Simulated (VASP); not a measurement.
A run of VASP 6.6.1 is set up as follows.

The input INCAR:

```
SYSTEM = Sb
  PREC = Accurate
  ENCUT = 520
  EDIFF = 1E-6
  ISMEAR = 0
  SIGMA = 0.2
  LREAL = .FALSE.
  LASPH = .TRUE.
  NELM = 60
  ALGO = Normal
  ISIF = 2
  LWAVE = .FALSE.
  LCHARG = .FALSE.
  GGA = PE
  NBANDS = 36
```

Contents of KPOINTS:

```
regular mesh
0
G
  8 4 2
  0 0 0
```

Contents of POSCAR:

```
Sb
1.0
    3.0841501426      0.0000000000      0.0000000000
    0.0000000000      6.2610259558      0.0000000000
    0.0000000000      0.0000000000     17.1098259558
Sb
10
Direct
    0.5000000000      0.7513602611      0.1591558272
    0.5000000000      0.7513602611      0.6591558272
    0.5000000000      0.2486397389      0.1591558272
    0.5000000000      0.2486397389      0.6591558272
    0.5000000000      0.7513602611      0.3408441728
    0.5000000000      0.7513602611      0.8408441728
    0.5000000000      0.2486397389      0.3408441728
    0.5000000000      0.2486397389      0.8408441728
    0.5000000000      0.5000000000      0.0000000000
    0.5000000000      0.5000000000      0.5000000000
```

Potentials or basis: VASP PAW PBE potentials, release 64 (Sb).

Launch:

```console
$ cat potpaw_PBE.64/Sb/POTCAR > POTCAR
$ mpirun -np 1 vasp_std > vasp.out
```

Question: What does it give for the largest force?

Answer: 0.028 eV/Å.

Question: Estimate the pressure.

Answer: -0.3 GPa.

Question: Predict the band gap on the k mesh.

Answer: Zero (band 25 reaches 8.75 eV, above the bottom of band 26 at 4.40 eV).

Forces on the atoms (eV/Å):
```
Sb   0.000 -0.024 -0.014
Sb   0.000 -0.024 -0.014
Sb   0.000  0.024 -0.014
Sb   0.000  0.024 -0.014
Sb   0.000 -0.024  0.014
Sb   0.000 -0.024  0.014
Sb   0.000  0.024  0.014
Sb   0.000  0.024  0.014
Sb   0.000  0.000  0.000
Sb   0.000  0.000  0.000
```

Caveat: spin-orbit coupling is left out, which moves the levels of the heavy elements.
